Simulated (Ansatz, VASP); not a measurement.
# Re in VASP and in Ansatz

File INCAR:

```
SYSTEM = Re
PREC     = Accurate       ! precision mode
ENCUT    = 520            ! plane-wave cutoff, eV
EDIFF    = 1E-8           ! SCF threshold, eV
ISMEAR   = -1             ! smearing method
SIGMA    = 0.03           ! smearing width, eV
LREAL    = .False.        ! projectors in reciprocal space
LASPH    = .True.         ! aspherical terms in the spheres
NELM     = 100            ! most SCF steps
ALGO     = Normal         ! electronic algorithm
ISIF     = 2              ! what is computed and relaxed
LWAVE    = .False.        ! write WAVECAR
LCHARG   = .False.        ! write CHGCAR
GGA      = CA             ! functional
LEFG     = .True.       
NBANDS   = 10             ! bands
```

File KPOINTS:

```
regular mesh
0
Gamma
  14 14 14
  0 0 0
```

Contents of POSCAR:

```
Re
1.0
    0.0000000000      2.0009898225      2.0009898225
    2.0009898225      0.0000000000      2.0009898225
    2.0009898225      2.0009898225      0.0000000000
Re
1
Direct
    0.0000000000      0.0000000000      0.0000000000
```

Input for Ansatz:

```yaml
crystal:
  lattice:
    - [0.0, 2.0009898225, 2.0009898225]
    - [2.0009898225, 0.0, 2.0009898225]
    - [2.0009898225, 2.0009898225, 0.0]
  atoms:
    - { symbol: Re, position: [0.0, 0.0, 0.0] }
kpoints:
  mp_grid: { grid: [14, 14, 14] }
scf:
  occupations: { method: fermi_dirac, width: 0.03 }
hamiltonian:
  xc: lda
  pseudopotentials: { kind: all_electron, datasets: crystal }
output:
  forces: true
  stress: true
  eigenvalues: true
  efg: { contact_densities: true }
```

Change from the starting cell: volume scaled by 1.04, crystal datasets.

Alike in both runs: task electric field gradients; functional LDA; k mesh 14 × 14 × 14; occupations fermi-dirac, width 0.03 eV; no spin polarisation.

```csv
,VASP,Ansatz
version,VASP 6.6.1,Ansatz 0.2.0
potentials or method,"VASP PAW LDA potentials, release 64 (Re), cutoff 520 eV","all-electron PAW with datasets made for the crystal, scalar-relativistic"
```

```tsv
	VASP	Ansatz	Ansatz less VASP
pressure (GPa)	-33.9	-34.1	-0.28
```

LDA's correlation is that of Perdew and Zunger in VASP and of Perdew and Wang (1992) in Ansatz. Both programs put the cell under strong tension, so it lies far from rest at this level. Ansatz ran all-electron here, and VASP with PAW potentials.

Neither program's run includes spin-orbit coupling. Noted on VASP's run: the cell as given lies far from equilibrium.
